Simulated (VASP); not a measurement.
# Rh (Fm-3m) in VASP: notebook, part 2 of 3

VASP 6.6.1.

## 3. Single point, PBEsol

INCAR

```
SYSTEM = Rh
PREC = Accurate ; ENCUT = 520
EDIFF = 1E-6 ; ISMEAR = -1
SIGMA = 0.1 ; LREAL = .False.
LASPH = .True. ; NELM = 100
ALGO = Normal ; ISIF = 2
LWAVE = .False. ; LCHARG = .False.
GGA = PS ; NBANDS = 14
```

KPOINTS

```
Automatic mesh
0
Gamma
  21 21 21
  0 0 0
```

POSCAR

```
Rh
1.0
    0.0000000000      1.5970975423      1.5970975423
    1.5970975423      0.0000000000      1.5970975423
    1.5970975423      1.5970975423      0.0000000000
Rh
1
Direct
    0.0000000000      0.0000000000      0.0000000000
```

Potentials or basis: VASP PAW PBE potentials, release 64 (Rh_pv).

On the command line:

```bash
cat potpaw_PBE.64/Rh_pv/POTCAR > POTCAR
mpirun -np 1 vasp_std > vasp.out
```

OUTCAR:

```text
SYSTEM = Rh
   PREC = Accurate
   ENCUT = 520
   EDIFF = 1E-6
   ISMEAR = -1
   LREAL = .False.
   LASPH = .True.
   NELM = 100
   ISIF = 2
   GGA = PS

 ion  position               nearest neighbor table
   1  0.000  0.000  0.000-

  LATTYP: Found a face centered cubic cell.
 ALAT       =     3.1941950846

  Lattice vectors:

 A1 = (   0.0000000000,   1.5970975423,   1.5970975423)
 A2 = (   1.5970975423,   0.0000000000,   1.5970975423)
 A3 = (   1.5970975423,   1.5970975423,   0.0000000000)

Analysis of symmetry for initial positions (statically):
=====================================================================
 Subroutine PRICEL returns:
 Original cell was already a primitive cell.

 Routine SETGRP: Setting up the symmetry group for a
 face centered cubic supercell.

 Subroutine GETGRP returns: Found 48 space group operations
 (whereof 48 operations were pure point group operations)
 out of a pool of 48 trial point group operations.

The static configuration has the point symmetry O_h .

Analysis of symmetry for dynamics (positions and initial velocities):
=====================================================================
 Subroutine PRICEL returns:
 Original cell was already a primitive cell.

 Routine SETGRP: Setting up the symmetry group for a
 face centered cubic supercell.

 Subroutine GETGRP returns: Found 48 space group operations
 (whereof 48 operations were pure point group operations)
 out of a pool of 48 trial point group operations.

The dynamic configuration has the point symmetry O_h .

 Subroutine INISYM returns: Found 48 space group operations
 (whereof 48 operations are pure point group operations),
 and found     1 'primitive' translations

----------------------------------------------------------------------------------------

                                     Primitive cell

  volume of cell :       8.1475

  direct lattice vectors                    reciprocal lattice vectors
     0.000000000  1.597097542  1.597097542    -0.313067916  0.313067916  0.313067916
     1.597097542  0.000000000  1.597097542     0.313067916 -0.313067916  0.313067916
     1.597097542  1.597097542  0.000000000     0.313067916  0.313067916 -0.313067916

  length of vectors
     2.258637005  2.258637005  2.258637005     0.542249538  0.542249538  0.542249538

  position of ions in fractional coordinates (direct lattice)
     0.000000000  0.000000000  0.000000000

  ion indices of the primitive-cell ions
   primitive index   ion index
                 1           1

----------------------------------------------------------------------------------------

 KPOINTS: Automatic mesh

Automatic generation of k-mesh.
 Grid dimensions read from file:
 generate k-points for:   21   21   21

 Generating k-lattice:

  Cartesian coordinates                     Fractional coordinates (reciprocal lattice)
    -0.014907996  0.014907996  0.014907996     0.047619048  0.000000000  0.000000000
     0.014907996 -0.014907996  0.014907996     0.000000000  0.047619048  0.000000000
     0.014907996  0.014907996 -0.014907996     0.000000000  0.000000000  0.047619048

  Length of vectors
     0.025821407  0.025821407  0.025821407

  Shift w.r.t. Gamma in fractional coordinates (k-lattice)
     0.000000000  0.000000000  0.000000000

 Subroutine IBZKPT returns following result:
 ===========================================

 Found    286 irreducible k-points:

 Following reciprocal coordinates:
            Coordinates               Weight
  0.000000  0.000000  0.000000      1.000000
  0.047619  0.000000  0.000000      8.000000
  0.095238  0.000000  0.000000      8.000000
  0.142857  0.000000  0.000000      8.000000
  0.190476  0.000000  0.000000      8.000000
  0.238095  0.000000  0.000000      8.000000
[... 16 lines left out ...]
 -0.428571  0.047619  0.000000     24.000000
 -0.380952  0.047619  0.000000     24.000000
 [... further k-points ...]
   k-points           NKPTS =    286   k-points in BZ     NKDIM =    286   number of bands    NBANDS=     14
   number of dos      NEDOS =    301   number of ions     NIONS =      1
   total plane-waves  NPLWV =   5832
   dimension x,y,z NGX =    18 NGY =   18 NGZ =   18
   dimension x,y,z NGXF=    36 NGYF=   36 NGZF=   36
   ions per type =               1
   NGX,Y,Z   is equivalent  to a cutoff of  13.25, 13.25, 13.25 a.u.
   NGXF,Y,Z  is equivalent  to a cutoff of  26.50, 26.50, 26.50 a.u.
 SYSTEM =  Rh
   PREC   = accura    normal or accurate (medium, high low for compatibility)
   ISTART =      0    job   : 0-new  1-cont  2-samecut
   ICHARG =      2    charge: 1-file 2-atom 10-const
   ISPIN  =      1    spin polarized calculation?
   LNONCOLLINEAR =      F non collinear calculations
   LSORBIT =      F    spin-orbit coupling
   LASPH  =      T    aspherical Exc in radial PAW
   ENCUT  =  520.0 eV  38.22 Ry    6.18 a.u.   4.20  4.20  4.20*2*pi/ulx,y,z
   NELM   =    100;   NELMIN=  2; NELMDL= -5     # of ELM steps
   EDIFF  = 0.1E-05   stopping-criterion for ELM
   LREAL  =      F    real-space projection
   EDIFFG = 0.1E-04   stopping-criterion for IOM
   NSW    =      0    number of steps for IOM
   IBRION =     -1    ionic relax: 0-MD 1-quasi-New 2-CG
   NFREE  =      0    steps in history (QN), initial steepest desc. (CG)
   ISIF   =      2    stress and relaxation
   ISYM   =      2    0-nonsym 1-usesym 2-fastsym
   POTIM  = 0.5000    time-step for ionic-motion
   TEBEG  =    0.0;   TEEND  =   0.0 temperature during run
   PSTRESS=    0.0 pullay stress
   NELECT =      15.0000    total number of electrons
   NUPDOWN=      -1.0000    fix difference up-down
   EMIN   =  10.00;   EMAX   =-10.00  energy-range for DOS
   EFERMI =   0.00;   METHOD = LEGACY
   ISMEAR =    -1;   SIGMA  =   0.10  broadening in eV -4-tet -1-fermi 0-gaus
   EFERMI_NEDOS =   21; number of points for ismear=-14 and -15
   IALGO  =     38    algorithm
   IMIX   =      4    mixing-type and parameters
     AMIX     =   0.40;   BMIX     =  1.00
     AMIX_MAG =   1.60;   BMIX_MAG =  1.00
  volume/ion in A,a.u.               =       8.15        54.98
  Fermi-wavevector in a.u.,A,eV,Ry     =   2.006460  3.791659 54.775439  4.025881
  Thomas-Fermi vector in A             =   3.020432
   LORBIT       =      0    0 simple, 1 ext, 2 COOP (PROOUT), +10 PAW based schemes
   GGA     = PS    functional components
   LHFCALC =     F    Hartree Fock is set to
   AEXX    =    0.0000 exact exchange contribution
   IVDW    =     0    specifies the selected vdW correction
   LEPSILON=     F    determine dielectric tensor
   LRPA    =     F    only Hartree local field effects (RPA)
 non-spin polarized calculation
  energy-cutoff  :      520.00
  volume of cell :        8.15
 maximum number of plane-waves:       229
 NGX is ok and might be reduce to    18
   NGX =  9   NGY =  9   NGZ =  9

 number of electron      14.9999998 magnetization

 Free energy of the ion-electron system (eV)
  ---------------------------------------------------
  ext. energy  EPLUGINS =         0.00000000
  ---------------------------------------------------
  free energy    TOTEN  =        -2.83459316 eV

  energy without entropy =       -2.81705978  energy(sigma->0) =       -2.82582647

 E-fermi :  24.3499     XC(G=0): -17.8501

 val. band max:       24.3453916391   @ k =  -0.3333   0.3333   0.0476
 cond. band min:      24.3568304891   @ k =   0.3333   0.1905   0.0000
 fundamental gap:      0.0114388501
 Fermi energy:        24.3498861724

 k-point     1 :       0.0000    0.0000    0.0000
  band No.  band energies     occupation
      1     -22.9579      2.00000
      2     -22.9579      2.00000
      3     -22.9579      2.00000
      4      12.4326      2.00000
      5      17.4750      2.00000
      6      17.4750      2.00000
      7      17.4750      2.00000
      8      22.1687      2.00000
      9      22.1687      2.00000
     10      37.9945      0.00000
     11      43.2773      0.00000
     12      46.9982      0.00000
     13      46.9982      0.00000
     14      46.9982      0.00000
[... 375 lines left out ...]
 k-point    24 :      -0.3810    0.0476    0.0000
  band No.  band energies     occupation
      1     -26.4800      2.00000
      2     -23.5003      2.00000
      3     -23.3842      2.00000
      4      12.7229      2.00000
      5      17.3335      2.00000
      6      17.5033      2.00000
      7      22.7162      2.00000
      8      24.3988      0.76011
      9      26.1741      0.00000
     10      37.9252      0.00000
     11      43.1364      0.00000
     12      43.6534      0.00000
     13      50.8553      0.00000
     14      52.2368      0.00000

 [... further k-points ...]
[... 5 lines left out ...]
  --------------------------------------------------------------------------------------
  -------------------------------------------------------------------------------------
  Total       26.2542160     26.2542160     26.2542160     -0.0000000     -0.0000000     -0.0000000
  in kB     5162.8001892   5162.8001892   5162.8001892     -0.0000000     -0.0000000     -0.0000000
  external PRESSURE =    5162.8001892 kB  Pullay stress =       0.0000000 kB

 VOLUME and BASIS-vectors are now :
 -----------------------------------------------------------------------------
  energy-cutoff  :      520.00
  volume of cell :        8.15
      direct lattice vectors                 reciprocal lattice vectors
     0.000000000  1.597097542  1.597097542    -0.313067916  0.313067916  0.313067916
     1.597097542  0.000000000  1.597097542     0.313067916 -0.313067916  0.313067916
     1.597097542  1.597097542  0.000000000     0.313067916  0.313067916 -0.313067916

 POSITION                                       TOTAL-FORCE (eV/Angst)
 -----------------------------------------------------------------------------------
      0.00000      0.00000      0.00000         0.000000     -0.000000      0.000000
 -----------------------------------------------------------------------------------
    total drift:                                0.000000     -0.000000     -0.000000

  FREE ENERGIE OF THE ION-ELECTRON SYSTEM (eV)
  ---------------------------------------------------
  free  energy   TOTEN  =        -2.8345931626 eV

  energy  without entropy=       -2.8170597804  energy(sigma->0) =       -2.82582647
```

stdout:

```text
POSCAR found type information on POSCAR Rh
 POSCAR found :  1 types and       1 ions
 scaLAPACK will be used
 -----------------------------------------------------------------------------
|                                                                             |
|                                                                             |
|     You enforced a specific xc type in the INCAR file but a different       |
|     I HOPE YOU KNOW WHAT YOU ARE DOING!                                     |
|                                                                             |
 -----------------------------------------------------------------------------

 LDA part: xc-table for (Slater+PW92), standard interpolation
 POSCAR, INCAR and KPOINTS ok, starting setup
 FFT: planning ... GRIDC
 FFT: planning ... GRID_SOFT
 FFT: planning ... GRID
 WAVECAR not read
 entering main loop
```

Run time: 33 s. Hardware: 1 thread of Intel Xeon 8259CL, shared host; peak memory 0.14 GiB.

What came out:

* Free energy: -2.8346 eV
* Pressure: 516.3 GPa

Caveat: the PAW data sets were made with another functional, which shifts forces and pressure a little.

(Continued in part 3 of 3.)
